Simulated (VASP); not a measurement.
# HfN (Fm-3m) in VASP: further runs

The runs below take HfN through single point, with r2SCAN.

Everything below comes from runs of VASP 6.6.1. Logs are shortened: lines on timing, memory, paths and dates and some standing lists are left out, and cuts for length are marked.

## (1) The cell of the first run

Symmetry: Fm-3m, No. 225, cubic system. Conventional cell: a = 4.512 Å, b = 4.512 Å, c = 4.512 Å, α = 90.00°, β = 90.00°, γ = 90.00°. Within 3.0 Å of Hf (site symmetry m-3m) lie 6 N at 2.26 Å. Within 3.0 Å of N (site symmetry m-3m) lie 6 Hf at 2.26 Å.

## (2) Single point, r2SCAN

POSCAR reads:

```
HfN
1.0
    0.0000000000      2.2558601200      2.2558601200
    2.2558601200      0.0000000000      2.2558601200
    2.2558601200      2.2558601200      0.0000000000
Hf N
1 1
Direct
    0.0000000000      0.0000000000      0.0000000000
    0.5000000000      0.5000000000      0.5000000000
```

INCAR.step1 reads:

```
SYSTEM = HfN
PREC = Accurate
ENCUT = 520
ISMEAR = 0
SIGMA = 0.1
LREAL = .FALSE.
LASPH = .TRUE.
NELM = 80
NBANDS = 14
GGA = PE
ALGO = Normal
EDIFF = 1E-4
LWAVE = .TRUE.
LCHARG = .FALSE.
```

INCAR.step2 reads:

```
SYSTEM = HfN
PREC = Accurate
ENCUT = 520
EDIFF = 1E-7
ISMEAR = 0
SIGMA = 0.1
LREAL = .FALSE.
LASPH = .TRUE.
NELM = 80
ALGO = Normal
ISIF = 2
LWAVE = .FALSE.
LCHARG = .FALSE.
METAGGA = R2SCAN
LMIXTAU = .TRUE.
NBANDS = 14
ISTART = 1
```

KPOINTS reads:

```
regular mesh
0
G
  8 8 8
  0 0 0
```

Potentials or basis: VASP PAW PBE potentials, release 64 (Hf_pv, N).

Started as:

```bash
$ cat potpaw_PBE.64/Hf_pv/POTCAR potpaw_PBE.64/N/POTCAR > POTCAR
$ cp INCAR.step1 INCAR
$ mpirun -np 1 vasp_std > vasp.out
$ cp INCAR.step2 INCAR
$ mpirun -np 1 vasp_std > vasp.out
```

OUTCAR:

```text
SYSTEM = HfN
   PREC = Accurate
   ENCUT = 520
   EDIFF = 1E-7
   ISMEAR = 0
   LREAL = .FALSE.
   LASPH = .TRUE.
   NELM = 80
   ISIF = 2
   METAGGA = R2SCAN
   ISTART = 1

 ion  position               nearest neighbor table
   1  0.000  0.000  0.000-   2 2.26   2 2.26   2 2.26   2 2.26   2 2.26   2 2.26
   2  0.500  0.500  0.500-   1 2.26   1 2.26   1 2.26   1 2.26   1 2.26   1 2.26

  LATTYP: Found a face centered cubic cell.
 ALAT       =     4.5117202400

  Lattice vectors:

 A1 = (   0.0000000000,   2.2558601200,   2.2558601200)
 A2 = (   2.2558601200,   0.0000000000,   2.2558601200)
 A3 = (   2.2558601200,   2.2558601200,   0.0000000000)

Analysis of symmetry for initial positions (statically):
=====================================================================
 Subroutine PRICEL returns:
 Original cell was already a primitive cell.

 Routine SETGRP: Setting up the symmetry group for a
 face centered cubic supercell.

 Subroutine GETGRP returns: Found 48 space group operations
 (whereof 48 operations were pure point group operations)
 out of a pool of 48 trial point group operations.

The static configuration has the point symmetry O_h .

Analysis of symmetry for dynamics (positions and initial velocities):
=====================================================================
 Subroutine PRICEL returns:
 Original cell was already a primitive cell.

 Routine SETGRP: Setting up the symmetry group for a
 face centered cubic supercell.

 Subroutine GETGRP returns: Found 48 space group operations
 (whereof 48 operations were pure point group operations)
 out of a pool of 48 trial point group operations.

The dynamic configuration has the point symmetry O_h .

 Subroutine INISYM returns: Found 48 space group operations
 (whereof 48 operations are pure point group operations),
 and found     1 'primitive' translations

----------------------------------------------------------------------------------------

                                     Primitive cell

  volume of cell :      22.9597

  direct lattice vectors                    reciprocal lattice vectors
     0.000000000  2.255860120  2.255860120    -0.221644948  0.221644948  0.221644948
     2.255860120  0.000000000  2.255860120     0.221644948 -0.221644948  0.221644948
     2.255860120  2.255860120  0.000000000     0.221644948  0.221644948 -0.221644948

  length of vectors
     3.190267977  3.190267977  3.190267977     0.383900312  0.383900312  0.383900312

  position of ions in fractional coordinates (direct lattice)
     0.000000000  0.000000000  0.000000000
     0.500000000  0.500000000  0.500000000

  ion indices of the primitive-cell ions
   primitive index   ion index
                 1           1
                 2           2

----------------------------------------------------------------------------------------

 KPOINTS: regular mesh

Automatic generation of k-mesh.
 Grid dimensions read from file:
 generate k-points for:    8    8    8

 Generating k-lattice:

  Cartesian coordinates                     Fractional coordinates (reciprocal lattice)
    -0.027705619  0.027705619  0.027705619     0.125000000  0.000000000  0.000000000
     0.027705619 -0.027705619  0.027705619     0.000000000  0.125000000  0.000000000
     0.027705619  0.027705619 -0.027705619     0.000000000  0.000000000  0.125000000

  Length of vectors
     0.047987539  0.047987539  0.047987539

  Shift w.r.t. Gamma in fractional coordinates (k-lattice)
     0.000000000  0.000000000  0.000000000

 Subroutine IBZKPT returns following result:
 ===========================================

 Found     29 irreducible k-points:

 Following reciprocal coordinates:
            Coordinates               Weight
  0.000000  0.000000  0.000000      1.000000
  0.125000  0.000000  0.000000      8.000000
  0.250000  0.000000  0.000000      8.000000
  0.375000  0.000000  0.000000      8.000000
  0.500000  0.000000  0.000000      4.000000
  0.125000  0.125000  0.000000      6.000000
[... 16 lines left out ...]
  0.500000  0.250000  0.125000     48.000000
 -0.375000  0.250000  0.125000     24.000000
 [... further k-points ...]
   k-points           NKPTS =     29   k-points in BZ     NKDIM =     29   number of bands    NBANDS=     14
   number of dos      NEDOS =    301   number of ions     NIONS =      2
   total plane-waves  NPLWV =  13824
   dimension x,y,z NGX =    24 NGY =   24 NGZ =   24
   dimension x,y,z NGXF=    48 NGYF=   48 NGZF=   48
   ions per type =               1   1
   NGX,Y,Z   is equivalent  to a cutoff of  12.51, 12.51, 12.51 a.u.
   NGXF,Y,Z  is equivalent  to a cutoff of  25.01, 25.01, 25.01 a.u.
 SYSTEM =  HfN
   PREC   = accura    normal or accurate (medium, high low for compatibility)
   ISTART =      1    job   : 0-new  1-cont  2-samecut
   ICHARG =      0    charge: 1-file 2-atom 10-const
   ISPIN  =      1    spin polarized calculation?
   LNONCOLLINEAR =      F non collinear calculations
   LSORBIT =      F    spin-orbit coupling
   LASPH  =      T    aspherical Exc in radial PAW
   ENCUT  =  520.0 eV  38.22 Ry    6.18 a.u.   5.93  5.93  5.93*2*pi/ulx,y,z
   NELM   =     80;   NELMIN=  2; NELMDL=  0     # of ELM steps
   EDIFF  = 0.1E-06   stopping-criterion for ELM
   LREAL  =      F    real-space projection
   EDIFFG = 0.1E-05   stopping-criterion for IOM
   NSW    =      0    number of steps for IOM
   IBRION =     -1    ionic relax: 0-MD 1-quasi-New 2-CG
   NFREE  =      0    steps in history (QN), initial steepest desc. (CG)
   ISIF   =      2    stress and relaxation
   ISYM   =      2    0-nonsym 1-usesym 2-fastsym
   POTIM  = 0.5000    time-step for ionic-motion
   TEBEG  =    0.0;   TEEND  =   0.0 temperature during run
   PSTRESS=    0.0 pullay stress
   NELECT =      15.0000    total number of electrons
   NUPDOWN=      -1.0000    fix difference up-down
   EMIN   =  10.00;   EMAX   =-10.00  energy-range for DOS
   EFERMI =   0.00;   METHOD = LEGACY
   ISMEAR =     0;   SIGMA  =   0.10  broadening in eV -4-tet -1-fermi 0-gaus
   EFERMI_NEDOS =   21; number of points for ismear=-14 and -15
   IALGO  =     38    algorithm
   IMIX   =      4    mixing-type and parameters
     AMIX     =   0.40;   BMIX     =  1.00
     AMIX_MAG =   1.60;   BMIX_MAG =  1.00
  volume/ion in A,a.u.               =      11.48        77.47
  Fermi-wavevector in a.u.,A,eV,Ry     =   1.420528  2.684408 27.455188  2.017899
  Thomas-Fermi vector in A             =   2.541434
   LORBIT       =      0    0 simple, 1 ext, 2 COOP (PROOUT), +10 PAW based schemes
   METAGGA = R2SCAN    functional components
   LHFCALC =     F    Hartree Fock is set to
   AEXX    =    0.0000 exact exchange contribution
   IVDW    =     0    specifies the selected vdW correction
   LEPSILON=     F    determine dielectric tensor
   LRPA    =     F    only Hartree local field effects (RPA)
 non-spin polarized calculation
 Gauss-broadening in eV      SIGMA  =   0.10
  energy-cutoff  :      520.00
  volume of cell :       22.96
 maximum number of plane-waves:       636
   NGX = 11   NGY = 11   NGZ = 11

 number of electron      15.0000001 magnetization

 Free energy of the ion-electron system (eV)
  ---------------------------------------------------
  ext. energy  EPLUGINS =         0.00000000
  ---------------------------------------------------
  free energy    TOTEN  =       -58.22240136 eV

  energy without entropy =      -58.21871619  energy(sigma->0) =      -58.22055877

 E-fermi :   8.5675     XC(G=0): -13.5898

 val. band max:        8.5353992978   @ k =   0.1250   0.0000   0.0000
 cond. band min:       8.5782402986   @ k =   0.3750   0.1250   0.0000
 fundamental gap:      0.0428410008
 Fermi energy:         8.5674537261

 k-point     1 :       0.0000    0.0000    0.0000
  band No.  band energies     occupation
      1     -23.9625      2.00000
      2     -23.9625      2.00000
      3     -23.9625      2.00000
      4     -10.1508      2.00000
      5       5.1457      2.00000
      6       5.1457      2.00000
      7       5.1457      2.00000
      8       8.2288      2.00000
      9       8.2288      2.00000
     10       8.2288      2.00000
     11      10.5846      0.00000
     12      10.5846      0.00000
     13      10.6671      0.00000
     14      18.6004      0.00000

 k-point     2 :       0.1250    0.0000    0.0000
  band No.  band energies     occupation
      1     -24.1195      2.00000
      2     -23.9748      2.00000
      3     -23.9748      2.00000
      4      -9.7974      2.00000
      5       3.8335      2.00000
      6       4.3587      2.00000
      7       4.3587      2.00000
      8       8.5354      1.34968
      9       8.7276      0.02348
     10       8.7276      0.02348
     11      11.7102      0.00000
     12      11.7102      0.00000
     13      11.7126      0.00000
     14      19.5498      0.00000

 k-point     3 :       0.2500    0.0000    0.0000
  band No.  band energies     occupation
      1     -24.4782      2.00000
      2     -24.0045      2.00000
      3     -24.0045      2.00000
      4      -8.9081      2.00000
      5       1.6790      2.00000
      6       3.1051      2.00000
      7       3.1051      2.00000
      8       9.1709      0.00000
      9       9.9529      0.00000
     10       9.9529      0.00000
     11      13.5825      0.00000
     12      14.0541      0.00000
     13      14.0541      0.00000
     14      19.5496      0.00000
[... 324 lines left out ...]
 k-point    23 :       0.5000    0.2500    0.1250
  band No.  band energies     occupation
      1     -24.7108      2.00000
      2     -24.2655      2.00000
      3     -24.1003      2.00000
      4      -8.1701      2.00000
      5       0.5513      2.00000
      6       2.3576      2.00000
      7       2.8188      2.00000
      8       8.8139      0.00049
      9      12.1750      0.00000
     10      12.4267      0.00000
     11      13.7499      0.00000
     12      16.0389      0.00000
     13      18.0651      0.00000
     14      19.5485      0.00000

 k-point    24 :      -0.3750    0.2500    0.1250
  band No.  band energies     occupation
      1     -24.7839      2.00000
      2     -24.2879      2.00000
      3     -24.1289      2.00000
      4      -7.9816      2.00000
      5       0.3684      2.00000
      6       2.3259      2.00000
      7       2.3928      2.00000
      8      10.2599      0.00000
      9      10.7074      0.00000
     10      13.0311      0.00000
     11      15.1279      0.00000
     12      16.5987      0.00000
     13      18.2638      0.00000
     14      19.5473      0.00000

 [... further k-points ...]
[... 5 lines left out ...]
  --------------------------------------------------------------------------------------
  -------------------------------------------------------------------------------------
  Total        0.0204456      0.0204456      0.0204456      0.0000000     -0.0000000     -0.0000000
  in kB        1.4267367      1.4267367      1.4267367      0.0000000     -0.0000000     -0.0000000
  external PRESSURE =       1.4267367 kB  Pullay stress =       0.0000000 kB

 VOLUME and BASIS-vectors are now :
 -----------------------------------------------------------------------------
  energy-cutoff  :      520.00
  volume of cell :       22.96
      direct lattice vectors                 reciprocal lattice vectors
     0.000000000  2.255860120  2.255860120    -0.221644948  0.221644948  0.221644948
     2.255860120  0.000000000  2.255860120     0.221644948 -0.221644948  0.221644948
     2.255860120  2.255860120  0.000000000     0.221644948  0.221644948 -0.221644948

 POSITION                                       TOTAL-FORCE (eV/Angst)
 -----------------------------------------------------------------------------------
      0.00000      0.00000      0.00000        -0.000000      0.000000     -0.000000
      2.25586      2.25586      2.25586         0.000000     -0.000000      0.000000
 -----------------------------------------------------------------------------------
    total drift:                                0.000000     -0.000000     -0.000000

  FREE ENERGIE OF THE ION-ELECTRON SYSTEM (eV)
  ---------------------------------------------------
  free  energy   TOTEN  =       -58.2224013640 eV

  energy  without entropy=      -58.2187161854  energy(sigma->0) =      -58.22055877
```

Run time: 60 s. Hardware: 1 thread of Intel Xeon 8259CL, shared host; peak memory 0.15 GiB.

What came out:

| Item | Value |
| --- | --- |
| Free energy | -58.2224 eV |
| Pressure | 0.1 GPa |
| Band gap on the k mesh | zero (an odd number of electrons rules out a gap without spin polarisation) |

Caveat: the PAW data sets were made with another functional, which shifts forces and pressure a little; spin-orbit coupling is left out, which moves the levels of the heavy elements.

## (3) Single point, r2SCAN

This run uses another cell than the first one, of 11.59 Å³/atom.

POSCAR reads:

```
HfN
1.0
    0.0000000000      2.2628108254      2.2628108254
    2.2628108254      0.0000000000      2.2628108254
    2.2628108254      2.2628108254      0.0000000000
Hf N
1 1
Direct
    0.0000000000      0.0000000000      0.0000000000
    0.5000000000      0.5000000000      0.5000000000
```

Edit INCAR.step1 of step 2 so:

```diff
@@ -7,3 +7,3 @@
 LASPH = .TRUE.
-NELM = 80
+NELM = 60
 NBANDS = 14
```

INCAR.step2 reads:

```
SYSTEM = HfN
PREC = Accurate
ENCUT = 520
EDIFF = 1E-6
ISMEAR = 0
SIGMA = 0.1
LREAL = .FALSE.
LASPH = .TRUE.
NELM = 60
ALGO = Normal
ISIF = 2
LWAVE = .FALSE.
LCHARG = .TRUE.
METAGGA = R2SCAN
LMIXTAU = .TRUE.
LELF = .TRUE.
LVHAR = .TRUE.
NBANDS = 14
ISTART = 1
```

KPOINTS reads:

```
Automatic mesh
0
G
  22 22 22
  0 0 0
```

Potentials or basis: VASP PAW PBE potentials, release 64 (Hf_pv, N).

Started as:

```bash
$ cat potpaw_PBE.64/Hf_pv/POTCAR potpaw_PBE.64/N/POTCAR > POTCAR
$ cp INCAR.step1 INCAR
$ mpirun -np 1 vasp_std > vasp.out
$ cp INCAR.step2 INCAR
$ mpirun -np 1 vasp_std > vasp.out
```

It took 5.1 min on 1 thread of Intel Xeon 8259CL, shared host; peak memory 0.24 GiB.

Results (log left out):

```yaml
Free_energy: -58.2361 eV
Pressure: -2.7 GPa
Band_gap_on_the_k_mesh: zero (an odd number of electrons rules out a gap without spin polarisation)
```

Levels at points of the mesh, in eV from the Fermi level:
```tsv
k point	band 4	band 5	band 6	band 7	band 8	band 9	band 10	band 11	band 12	band 13
(0.00, 0.00, 0.00)	-18.68	-3.43	-3.43	-3.43	-0.34	-0.34	-0.34	1.99	1.99	2.01
(0.50, 0.00, 0.00)	-16.02	-9.32	-6.63	-6.63	3.36	3.75	3.75	4.58	9.01	9.01
(0.50, 0.50, 0.00)	-17.63	-5.94	-4.14	-4.14	-3.87	4.10	5.51	5.51	5.74	8.42
```

Caveat: the PAW data sets were made with another functional, which shifts forces and pressure a little; spin-orbit coupling is left out, which moves the levels of the heavy elements.

## (4) Single point, r2SCAN

This run uses another cell than the first one, of 11.59 Å³/atom.

POSCAR reads:

```
HfN
1.0
    0.0000000000      2.2632475382      2.2632475382
    2.2632475382      0.0000000000      2.2632475382
    2.2632475382      2.2632475382      0.0000000000
Hf N
1 1
Direct
    0.0000000000      0.0000000000      0.0000000000
    0.5000000000      0.5000000000      0.5000000000
```

Edit INCAR.step1 of step 3 so:

```diff
@@ -3,4 +3,4 @@
 ENCUT = 520
-ISMEAR = 0
-SIGMA = 0.1
+ISMEAR = -1
+SIGMA = 0.15
 LREAL = .FALSE.
```

Edit INCAR.step2 of step 3 so:

```diff
@@ -3,5 +3,5 @@
 ENCUT = 520
-EDIFF = 1E-6
-ISMEAR = 0
-SIGMA = 0.1
+EDIFF = 1E-7
+ISMEAR = -1
+SIGMA = 0.15
 LREAL = .FALSE.
```

KPOINTS reads:

```
regular mesh
0
G
  22 22 22
  0 0 0
```

Started as:

```bash
$ cat potpaw_PBE.64/Hf_pv/POTCAR potpaw_PBE.64/N/POTCAR > POTCAR
$ cp INCAR.step1 INCAR
$ mpirun -np 1 vasp_std > vasp.out
$ cp INCAR.step2 INCAR
$ mpirun -np 1 vasp_std > vasp.out
```

Run time: 5.4 min. Hardware: 1 thread of Intel Xeon 8259CL, shared host; peak memory 0.24 GiB.

Results (log left out):

```yaml
Free_energy: -58.2559 eV
Pressure: -2.7 GPa
Band_gap_on_the_k_mesh: zero (an odd number of electrons rules out a gap without spin polarisation)
```

Levels at points of the mesh, in eV from the Fermi level:
| k point | band 5 | band 6 | band 7 | band 8 | band 9 | band 10 | band 11 | band 12 |
| --- | --- | --- | --- | --- | --- | --- | --- | --- |
| (0.00, 0.00, 0.00) | -3.42 | -3.42 | -3.42 | -0.33 | -0.33 | -0.33 | 2.00 | 2.00 |
| (0.50, 0.00, 0.00) | -9.31 | -6.62 | -6.62 | 3.36 | 3.75 | 3.75 | 4.58 | 9.01 |
| (0.50, 0.50, 0.00) | -5.93 | -4.13 | -4.13 | -3.86 | 4.11 | 5.52 | 5.52 | 5.74 |

Caveat: the PAW data sets were made with another functional, which shifts forces and pressure a little; spin-orbit coupling is left out, which moves the levels of the heavy elements.

## (5) The runs side by side

```csv
cell,k mesh,smearing,gap on the mesh (eV),pressure (GPa)
"a = 3.190 Å, angles 60.0°, 2 atoms",8 × 8 × 8,gaussian 0.1 eV,none,0.1
"a = 3.200 Å, angles 60.0°, 2 atoms",22 × 22 × 22,gaussian 0.1 eV,none,-2.7
"a = 3.201 Å, angles 60.0°, 2 atoms",22 × 22 × 22,fermi-dirac 0.15 eV,none,-2.7
```

Alike in all rows: task single point; level r2SCAN; potentials or basis VASP PAW PBE potentials, release 64 (Hf_pv, N); no spin polarisation; cutoff (eV) 520.

Caveats: the PAW data sets were made with another functional, which shifts forces and pressure a little; spin-orbit coupling is left out, which moves the levels of the heavy elements.

Total energies depend on the potentials used, so only differences within one code and one set of settings carry meaning.
